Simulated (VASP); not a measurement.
Crystal: Zn.

```
Zn
1.0
    -1.59358    1.77662    1.74602
     1.50392   -1.50664    1.38638
     1.54411    1.45717   -1.47605
Zn
1
Direct
  0.00000 0.00000 0.00000
```

- Program: VASP 6.6.1
- Task: relaxation of cell and atoms
- Functional: PBE
- Dispersion: D3(BJ)
- Potentials or basis: VASP PAW PBE potentials, release 64 (Zn)
- Cutoff: 600 eV
- k mesh: 11 × 12 × 12
- Occupations: fermi-dirac, width 0.05 eV
- Spin: no spin polarisation

At the start: pressure -1.8 GPa; volume 15.31 Å³/atom.

How do energy, volume and symmetry change on relaxing?

Over 37 steps the energy falls by 86.2 meV/atom and the volume is 14.60 Å³/atom (-4.6 %); space group P-1 (No. 2, to 0.05 Å).

Step by step:
```
step  energy change (eV)  largest force (eV/Å)  pressure (GPa)  volume (Å³)
   1              0.0000                0.0000           -1.82        15.31
   2             -0.0176                0.0000           -0.96        14.92
   3             -0.0265                0.0000            0.45        14.56
   4             -0.0321                0.0000            4.39        13.83
   5             -0.0425                0.0000            3.76        13.89
   6             -0.0572                0.0000            2.94        14.04
   7             -0.0600                0.0000            3.10        14.08
   8             -0.0604                0.0000            4.11        14.14
   9             -0.0622                0.0000            3.44        14.12
  10             -0.0761                0.0000            0.38        14.59
  11             -0.0766                0.0000           -2.85        15.23
  12             -0.0788                0.0000           -1.29        14.92
  13             -0.0815                0.0000           -0.56        14.79
  14             -0.0820                0.0000           -0.06        14.72
  15             -0.0820                0.0000            0.19        14.70
  16             -0.0830                0.0000            0.00        14.70
  17             -0.0841                0.0000           -0.13        14.68
  18             -0.0847                0.0000            0.01        14.64
  19             -0.0847                0.0000           -0.03        14.64
  20             -0.0850                0.0000            0.27        14.63
  21             -0.0850                0.0000            0.29        14.62
  22             -0.0851                0.0000           -0.15        14.67
  23             -0.0851                0.0000           -0.21        14.67
  24             -0.0852                0.0000           -0.36        14.68
  25             -0.0857                0.0000           -0.41        14.70
  26             -0.0859                0.0000           -0.73        14.73
  27             -0.0860                0.0000           -0.42        14.72
  28             -0.0862                0.0000           -0.08        14.63
  29             -0.0862                0.0000            0.04        14.63
  30             -0.0862                0.0000           -0.20        14.64
  31             -0.0862                0.0000           -0.16        14.64
  32             -0.0862                0.0000           -0.12        14.63
  33             -0.0862                0.0000           -0.13        14.63
  34             -0.0862                0.0000           -0.06        14.62
  35             -0.0862                0.0000           -0.13        14.63
  36             -0.0862                0.0000           -0.10        14.62
  37             -0.0862                0.0000            0.06        14.60
```

Final structure:
```
Zn
1.0
    -1.29262    1.78151    1.55932
     1.27003   -1.82543    1.60839
     1.30437    1.80037   -1.62085
Zn
1
Cartesian
  0.0000 0.0000 0.0000
```

Caveat: pairwise dispersion overbinds metals, which lowers pressure and volume.
